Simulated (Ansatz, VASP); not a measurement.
Two plane-wave programs on Ti

```
CELL_PARAMETERS angstrom
2.86387 0.00000 0.00000
-1.43193 2.48018 0.00000
0.00000 0.00000 4.53999
ATOMIC_POSITIONS crystal
Ti 0.33333 0.66667 0.25000
Ti 0.66667 0.33333 0.75000
```

Alike in both runs: functional LDA; k mesh 12 × 12 × 7; occupations fermi-dirac, width 0.1 eV; no spin polarisation.

Ansatz relaxed the structure, and its values are those at the end. VASP's run is a single point on that final structure, the one shown.

|  | VASP | Ansatz |
| --- | --- | --- |
| version | VASP 6.6.1 | Ansatz 0.2.0 |
| potentials or method | VASP PAW LDA potentials, release 64 (Ti_sv), cutoff 520 eV | plane waves (420 eV) with PAW, scalar-relativistic |
| valence electrons in the cell | 24 | 24 |

Ansatz gave:

* pressure (GPa): 0.0

Question: What did VASP give for the same quantities?

Answer: Pressure (GPa): -0.2.

Ansatz warns that its potentials were made for another functional, while VASP's fit it. LDA's correlation is that of Perdew and Zunger in VASP and of Perdew and Wang (1992) in Ansatz.
